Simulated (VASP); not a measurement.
A run of VASP 6.6.1 is set up as follows.

The input INCAR:

```
  PREC = Accurate
  ENCUT = 520
  EDIFF = 1E-7
  ISMEAR = 0
  SIGMA = 0.1
  LREAL = F
  LASPH = T
  NELM = 60
  ALGO = Fast
  ISIF = 2
  LWAVE = F
  LCHARG = T
  GGA = PS
  LELF = T
  LVHAR = T
  NBANDS = 16
```

KPOINTS

```
regular mesh
0
Gamma
  10 10 10
```

The input POSCAR:

```
K
1.0
    5.2360000000      0.0000000000      0.0000000000
    0.0000000000      5.2360000000      0.0000000000
    0.0000000000      0.0000000000      5.4716200000
K
2
Direct
    0.0000000000      0.0000000000      0.0000000000
    0.5000000000      0.5000000000      0.5000000000
```

Potentials or basis: VASP PAW PBE potentials, release 64 (K_sv).

Run with:

```bash
$ cat potpaw_PBE.64/K_sv/POTCAR > POTCAR
$ mpirun -np 1 vasp_std > vasp.out
```

Task: What does it give for the pressure?

Result: -0.2 GPa.

Task: What does it give for the band gap on the k mesh?

Result: Zero (bands 9 and 10 overlap by 2.21 eV).

Caveat: the cell differs from its parent crystal (strain along c alone, the other axes held: +4.5 %); the PAW data sets were made with another functional, which shifts forces and pressure a little.
